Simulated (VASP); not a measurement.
# CuO in VASP: notebook, part 2 of 2

VASP 6.6.1.

## Step 5: Single point, PBEsol

INCAR reads:

```
SYSTEM = CuO
PREC     = Accurate       ! precision mode
ENCUT    = 520            ! plane-wave cutoff, eV
EDIFF    = 1E-6           ! SCF threshold, eV
ISMEAR   = 1              ! smearing method
SIGMA    = 0.01           ! smearing width, eV
LREAL    = .False.        ! projectors in reciprocal space
LASPH    = .True.         ! aspherical terms in the spheres
NELM     = 80             ! most SCF steps
ALGO     = Normal         ! electronic algorithm
ISIF     = 2              ! what is computed and relaxed
LWAVE    = .False.        ! write WAVECAR
LCHARG   = .True.         ! write CHGCAR
GGA      = PS             ! functional
LELF     = .True.         ! ELF
LVHAR    = .True.       
NBANDS   = 25             ! bands
```

KPOINTS reads:

```
Automatic mesh
0
Gamma
  16 16 8
  0 0 0
```

POSCAR reads:

```
CuO
1.0
    2.3446500000     -1.7134000000      0.0000000000
    2.3446500000      1.7134000000      0.0000000000
   -0.8605500000      0.0000000000      5.0594400000
Cu O
2 2
Direct
    0.0032000000      0.4968000000      0.0000000000
    0.4968000000      0.0032000000      0.5000000000
    0.5714000000      0.4056000000      0.2537000000
    0.4056000000      0.5714000000      0.7537000000
```

Potentials or basis: VASP PAW PBE potentials, release 64 (Cu, O).

Launch:

```
> cat potpaw_PBE.64/Cu/POTCAR potpaw_PBE.64/O/POTCAR > POTCAR
> mpirun -np 1 vasp_std > vasp.out
```

OUTCAR:

```text
SYSTEM = CuO
   PREC = Accurate
   ENCUT = 520
   EDIFF = 1E-6
   ISMEAR = 1
   LREAL = .False.
   LASPH = .True.
   NELM = 80
   ISIF = 2
   GGA = PS

 ion  position               nearest neighbor table
   1  0.003  0.497  0.000-   4 1.91   3 1.93   4 1.98   3 2.02
   2  0.497  0.003  0.500-   3 1.91   4 1.93   3 1.98   4 2.02
   3  0.571  0.406  0.254-   2 1.91   1 1.93   2 1.98   1 2.02
   4  0.406  0.571  0.754-   1 1.91   2 1.93   1 1.98   2 2.02

  LATTYP: Found a base centered monoclinic cell.
 ALAT       =     4.6893000000
 B/A-ratio  =     0.7307700510
 C/A-ratio  =     1.0944283424
 COS(beta)  =    -0.1676798048

  Lattice vectors:

 A1 = (   2.3446500000,  -1.7134000000,   0.0000000000)
 A2 = (   2.3446500000,   1.7134000000,   0.0000000000)
 A3 = (  -0.8605500000,   0.0000000000,   5.0594400000)

Analysis of symmetry for initial positions (statically):
=====================================================================
 Subroutine PRICEL returns:
 Original cell was already a primitive cell.

 Routine SETGRP: Setting up the symmetry group for a
 base centered monoclinic supercell.

 Subroutine GETGRP returns: Found  2 space group operations
 (whereof  1 operations were pure point group operations)
 out of a pool of  4 trial point group operations.

The static configuration has the point symmetry C_1 .
 The point group associated with its full space group is C_1h.

Analysis of symmetry for dynamics (positions and initial velocities):
=====================================================================
 Subroutine PRICEL returns:
 Original cell was already a primitive cell.

 Routine SETGRP: Setting up the symmetry group for a
 base centered monoclinic supercell.

 Subroutine GETGRP returns: Found  2 space group operations
 (whereof  1 operations were pure point group operations)
 out of a pool of  4 trial point group operations.

The dynamic configuration has the point symmetry C_1 .
 The point group associated with its full space group is C_1h.

 Subroutine INISYM returns: Found  2 space group operations
 (whereof  1 operations are pure point group operations),
 and found     1 'primitive' translations

----------------------------------------------------------------------------------------

                                     Primitive cell

  volume of cell :      40.6508

  direct lattice vectors                    reciprocal lattice vectors
     2.344650000 -1.713400000  0.000000000     0.213251445 -0.291817439  0.036271510
     2.344650000  1.713400000  0.000000000     0.213251445  0.291817439  0.036271510
    -0.860550000  0.000000000  5.059440000     0.000000000  0.000000000  0.197650333

  length of vectors
     2.903984019  2.903984019  5.132102826     0.363248151  0.363248151  0.197650333

  position of ions in fractional coordinates (direct lattice)
     0.003200000  0.496800000  0.000000000
     0.496800000  0.003200000  0.500000000
     0.571400000  0.405600000  0.253700000
     0.405600000  0.571400000  0.753700000

  ion indices of the primitive-cell ions
   primitive index   ion index
                 1           1
                 2           2
                 3           3
                 4           4

----------------------------------------------------------------------------------------

 KPOINTS: Automatic mesh

Automatic generation of k-mesh.
 Grid dimensions read from file:
 generate k-points for:   16   16    8

 Generating k-lattice:

  Cartesian coordinates                     Fractional coordinates (reciprocal lattice)
     0.013328215 -0.018238590  0.002266969     0.062500000 -0.000000000  0.000000000
     0.013328215  0.018238590  0.002266969    -0.000000000  0.062500000  0.000000000
     0.000000000  0.000000000  0.024706292     0.000000000  0.000000000  0.125000000

  Length of vectors
     0.022703009  0.022703009  0.024706292

  Shift w.r.t. Gamma in fractional coordinates (k-lattice)
     0.000000000  0.000000000  0.000000000

 Subroutine IBZKPT returns following result:
 ===========================================

 Found    554 irreducible k-points:

 Following reciprocal coordinates:
            Coordinates               Weight
  0.000000  0.000000  0.000000      1.000000
  0.062500  0.000000  0.000000      4.000000
  0.125000  0.000000  0.000000      4.000000
  0.187500  0.000000 -0.000000      4.000000
  0.250000  0.000000  0.000000      4.000000
  0.312500  0.000000  0.000000      4.000000
[... 16 lines left out ...]
 -0.125000  0.062500  0.000000      4.000000
 -0.062500  0.062500  0.000000      2.000000
 [... further k-points ...]
   k-points           NKPTS =    554   k-points in BZ     NKDIM =    554   number of bands    NBANDS=     25
   number of dos      NEDOS =    301   number of ions     NIONS =      4
   total plane-waves  NPLWV =  23040
   dimension x,y,z NGX =    24 NGY =   24 NGZ =   40
   dimension x,y,z NGXF=    48 NGYF=   48 NGZF=   80
   ions per type =               2   2
   NGX,Y,Z   is equivalent  to a cutoff of  13.74, 13.74, 12.96 a.u.
   NGXF,Y,Z  is equivalent  to a cutoff of  27.48, 27.48, 25.91 a.u.
 SYSTEM =  CuO
   PREC   = accura    normal or accurate (medium, high low for compatibility)
   ISTART =      0    job   : 0-new  1-cont  2-samecut
   ICHARG =      2    charge: 1-file 2-atom 10-const
   ISPIN  =      1    spin polarized calculation?
   LNONCOLLINEAR =      F non collinear calculations
   LSORBIT =      F    spin-orbit coupling
   LASPH  =      T    aspherical Exc in radial PAW
   ENCUT  =  520.0 eV  38.22 Ry    6.18 a.u.   5.40  5.40  9.54*2*pi/ulx,y,z
   NELM   =     80;   NELMIN=  2; NELMDL= -5     # of ELM steps
   EDIFF  = 0.1E-05   stopping-criterion for ELM
   LREAL  =      F    real-space projection
[... 7 lines left out ...]
   TEBEG  =    0.0;   TEEND  =   0.0 temperature during run
   PSTRESS=    0.0 pullay stress
   NELECT =      34.0000    total number of electrons
   NUPDOWN=      -1.0000    fix difference up-down
   EMIN   =  10.00;   EMAX   =-10.00  energy-range for DOS
   EFERMI =   0.00;   METHOD = LEGACY
   ISMEAR =     1;   SIGMA  =   0.01  broadening in eV -4-tet -1-fermi 0-gaus
   EFERMI_NEDOS =   21; number of points for ismear=-14 and -15
   IALGO  =     38    algorithm
   IMIX   =      4    mixing-type and parameters
     AMIX     =   0.40;   BMIX     =  1.00
     AMIX_MAG =   1.60;   BMIX_MAG =  1.00
  volume/ion in A,a.u.               =      10.16        68.58
  Fermi-wavevector in a.u.,A,eV,Ry     =   1.542451  2.914810 32.370373  2.379155
  Thomas-Fermi vector in A             =   2.648254
   LORBIT       =      0    0 simple, 1 ext, 2 COOP (PROOUT), +10 PAW based schemes
   GGA     = PS    functional components
   LHFCALC =     F    Hartree Fock is set to
   AEXX    =    0.0000 exact exchange contribution
   IVDW    =     0    specifies the selected vdW correction
   LEPSILON=     F    determine dielectric tensor
   LRPA    =     F    only Hartree local field effects (RPA)
 non-spin polarized calculation
 Methfessel and Paxton  Order N= 1 SIGMA  =   0.01
  energy-cutoff  :      520.00
  volume of cell :       40.65
 maximum number of plane-waves:      1129
 NGX is ok and might be reduce to    24
   NGX = 11   NGY = 11   NGZ = 19

 number of electron      33.9999999 magnetization

 Free energy of the ion-electron system (eV)
  ---------------------------------------------------
  ext. energy  EPLUGINS =         0.00000000
  ---------------------------------------------------
  free energy    TOTEN  =       -21.29609656 eV

  energy without entropy =      -21.29609581  energy(sigma->0) =      -21.29609631

 E-fermi :   5.5081     XC(G=0): -12.1684

 val. band max:        5.5066521383   @ k =  -0.3750   0.1875   0.3750
 cond. band min:       5.5096147755   @ k =   0.2500   0.1875   0.2500
 fundamental gap:      0.0029626372
 Fermi energy:         5.5081147182

 k-point     1 :       0.0000    0.0000    0.0000
  band No.  band energies     occupation
      1     -14.3321      2.00000
      2     -12.9865      2.00000
      3      -2.6741      2.00000
      4      -0.0470      2.00000
      5       0.3181      2.00000
      6       2.1253      2.00000
[... 17 lines left out ...]
     24      21.7230      0.00000
     25      22.1118      0.00000
[... 621 lines left out ...]
      3      -2.5710      2.00000
      4      -0.0749      2.00000
      5       0.2801      2.00000
      6       1.4236      2.00000
[... 17 lines left out ...]
     24      20.8605      0.00000
     25      22.2527      0.00000

 [... further k-points ...]

------------------------ aborting loop because EDIFF is reached ----------------------------------------

  FORCE on cell =-STRESS in cart. coord.  units (eV):
  Direction    XX          YY          ZZ          XY          YZ          ZX
  --------------------------------------------------------------------------------------
  -------------------------------------------------------------------------------------
  Total       -0.6017496     -0.0211796     -0.9122512      0.0000000      0.0000000     -0.2903682
  in kB      -23.7168570     -0.8347570    -35.9547104      0.0000000      0.0000000    -11.4443291
  external PRESSURE =     -20.1687748 kB  Pullay stress =       0.0000000 kB

 VOLUME and BASIS-vectors are now :
 -----------------------------------------------------------------------------
  energy-cutoff  :      520.00
  volume of cell :       40.65
      direct lattice vectors                 reciprocal lattice vectors
     2.344650000 -1.713400000  0.000000000     0.213251445 -0.291817439  0.036271510
     2.344650000  1.713400000  0.000000000     0.213251445  0.291817439  0.036271510
    -0.860550000  0.000000000  5.059440000     0.000000000  0.000000000  0.197650333

 POSITION                                       TOTAL-FORCE (eV/Angst)
 -----------------------------------------------------------------------------------
      1.17233      0.84573      0.00000        -0.613907      0.336798      0.235449
      0.74205     -0.84573      2.52972        -0.613907     -0.336798      0.235449
      2.07240     -0.28408      1.28358         0.613907      0.369248     -0.235449
      1.64213      0.28408      3.81330         0.613907     -0.369248     -0.235449
 -----------------------------------------------------------------------------------
    total drift:                               -0.000243      0.000000     -0.000523

  FREE ENERGIE OF THE ION-ELECTRON SYSTEM (eV)
  ---------------------------------------------------
  free  energy   TOTEN  =       -21.2960965614 eV

  energy  without entropy=      -21.2960958141  energy(sigma->0) =      -21.29609631
```

It took 4.5 min on 1 thread of Intel Xeon 6975P-C (Granite Rapids), shared host; peak memory 0.54 GiB.

Results:

```yaml
Free_energy: -21.2961 eV
Pressure: -2.0 GPa
Largest_force: 0.754 eV/Å
Band_gap_on_the_k_mesh: zero (bands 17 and 18 overlap by 0.73 eV)
```

Forces on the atoms (eV/Å):
```
Cu  -0.614  0.337  0.235
Cu  -0.614 -0.337  0.235
O    0.614  0.369 -0.235
O    0.614 -0.369 -0.235
```

Caveat: the PAW data sets were made with another functional, which shifts forces and pressure a little; semilocal functionals often make such compounds metallic where correlation or magnetic order opens a gap, which also shifts bond lengths. With open d or f shells a metallic result of PBEsol can be an artefact of self-interaction; +U or a hybrid may open a gap.

## Step 6: The runs side by side

| potentials or basis | cell | k mesh | cutoff (eV) | smearing | gap on the mesh (eV) | pressure (GPa) | largest force (eV/Å) |
| --- | --- | --- | --- | --- | --- | --- | --- |
| VASP PAW PBE potentials, release 64 (Cu_sv_GW, O) | a = 2.904, b = 2.904, c = 5.132 Å, angles 97.8, 97.8, 72.3°, 4 atoms, atomic positions A | 8 × 8 × 4 | 820 | gaussian 0.05 eV | none | -3.4 | 0.76 |
| VASP PAW PBE potentials, release 64 (Cu_sv_GW, O) | a = 2.899, b = 2.866, c = 5.156 Å, angles 98.1, 98.6, 72.1°, 4 atoms, atomic positions B | 4 × 4 × 4 | 820 | gaussian 0.1 eV | none | -1.9 | 0.80 |
| VASP PAW PBE potentials, release 64 (Cu, O) | a = 2.904, b = 2.904, c = 5.132 Å, angles 97.8, 97.8, 72.3°, 4 atoms, atomic positions A | 16 × 16 × 8 | 520 | fermi-dirac 0.5 eV | none | 1.3 | 0.73 |
| VASP PAW PBE potentials, release 64 (Cu, O) | a = 2.904, b = 2.904, c = 5.132 Å, angles 97.8, 97.8, 72.3°, 4 atoms, atomic positions A | 16 × 16 × 8 | 520 | methfessel-paxton 0.01 eV | none | -2.0 | 0.75 |

Alike in all rows: task single point; level PBEsol; no spin polarisation.

Caveats: some runs use coarse meshes; the PAW data sets were made with another functional, which shifts forces and pressure a little; semilocal functionals often make such compounds metallic where correlation or magnetic order opens a gap, which also shifts bond lengths; the cell stands under tension (at least some runs); so wide a smearing shifts energies and pressures (at least some runs).

Total energies depend on the potentials used, so only differences within one code and one set of settings carry meaning.

The gap in the log of VASP goes by the Fermi energy; the results here count the filled bands.